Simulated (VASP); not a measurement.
TaN, 2 atoms in the cell. The structure is hexagonal, space group P-6m2 (No. 187). The conventional cell has a = 2.874 Å, b = 2.874 Å, c = 2.829 Å, α = 90.00°, β = 90.00°, γ = 120.00°. Ta (site symmetry -6m2) has 6 N at 2.18 Å and 8 Ta at 2.83 to 2.87 Å within 2.9 Å. Within 2.9 Å of N (site symmetry -6m2) lie 6 Ta at 2.18 Å and 8 N at 2.83 to 2.87 Å. 

* Program: VASP 6.6.1
* Task: relaxation of shape and atoms at fixed volume
* Functional: r2SCAN
* Potentials or basis: VASP PAW PBE potentials, release 64 (Ta_pv, N)
* Cutoff: 600 eV
* k mesh: 18 × 18 × 14
* Occupations: gaussian, width 0.1 eV
* Spin: no spin polarisation
* Dipole correction: no
* Further INCAR settings: ALGO = Normal; EDIFF = 1e-07; IBRION = 2; EDIFFG = -0.01; NSW = 50; ISIF = 4

Potentials or basis: VASP PAW PBE potentials, release 64 (Ta_pv, N).

Command:

```bash
$ cat potpaw_PBE.64/Ta_pv/POTCAR potpaw_PBE.64/N/POTCAR > POTCAR
$ cp INCAR.step1 INCAR
$ mpirun -np 1 vasp_std > vasp.out
$ cp INCAR.step2 INCAR
$ mpirun -np 1 vasp_std > vasp.out
```

Hardware: 1 thread of Intel(R) Xeon(R) 6975P-C (Granite Rapids), with other jobs on the host.

Problem. Estimate the wall time of this run.

Solution. Wall time 4 min on 1 thread of Intel(R) Xeon(R) 6975P-C (Granite Rapids) (shared host), peak memory 0.23 GiB. Counts: k points 296, ion steps 3.
